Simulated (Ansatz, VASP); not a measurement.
# Two plane-wave programs on C

The input INCAR:

```
SYSTEM = C
  ALGO = Normal
  EDIFF = 1E-6
  ENCUT = 910
  GGA_COMPAT = .False.
  ISIF = 2
  ISMEAR = 0
  LASPH = .True.
  LCHARG = .False.
  LREAL = .False.
  LWAVE = .False.
  NBANDS = 11
  NELM = 120
  PREC = Accurate
  SIGMA = 0.05
```

The input KPOINTS:

```
k-points
0
Gamma
  12 12 12
  0 0 0
```

POSCAR

```
C
1.0
    0.0000000000      1.8982028646      1.7657701066
    1.6333373486      0.0000000000      1.7657701066
    1.6333373486      1.8982028646      0.0000000000
C
2
Direct
    0.5000000000      0.5000000000      0.5000000000
    0.7500000000      0.7500000000      0.7500000000
```

Input for Ansatz:

```yaml
crystal:
  lattice:
    - [0.0, 1.8982028646, 1.7657701066]
    - [1.6333373486, 0.0, 1.7657701066]
    - [1.6333373486, 1.8982028646, 0.0]
  atoms:
    - { symbol: C, position: [0.5, 0.5, 0.5] }
    - { symbol: C, position: [0.75, 0.75, 0.75] }
basis:
  ecutwfc: 520.0
kpoints:
  mp_grid: { grid: [12, 12, 12] }
hamiltonian:
  xc: lda
  pseudopotentials: { kind: paw, azcp: { folder: soft_1 } }
scf:
  occupations: { method: gaussian, width: 0.05 }
output:
  forces: true
  stress: true
  eigenvalues: true
  write_density: true
  write_potential: true
  elf: true
  volumetric_format: npy
```

Change from the starting cell: strain +e along x and -e along y -0.0750, strain +e along z and -e/2 along x and y +0.0000.

Alike in both runs: task single point; functional LDA; k mesh 12 × 12 × 12; occupations gaussian, width 0.05 eV; no spin polarisation.

```csv
,VASP,Ansatz
version,VASP 6.6.1,Ansatz 0.2.0
potentials or method,"VASP PAW LDA potentials, release 64 (C_h), cutoff 910 eV","scalar-relativistic, plane waves, PAW"
valence electrons in the cell,8,8
```

VASP gave:

```
gap on the k mesh at the Fermi level (eV) : 1.37
least direct gap on the mesh (eV)         : 3.79
```

**Question.** Estimate Ansatz's values.

**Answer.** gap on the k mesh at the Fermi level (eV): 1.38; least direct gap on the mesh (eV): 3.79.

Ansatz warns that its potentials were made for another functional, while VASP's fit it. LDA's correlation is that of Perdew and Zunger in VASP and of Perdew and Wang (1992) in Ansatz.

Noted on VASP's run: the cutoff is short for stress, so the pressure is rough.
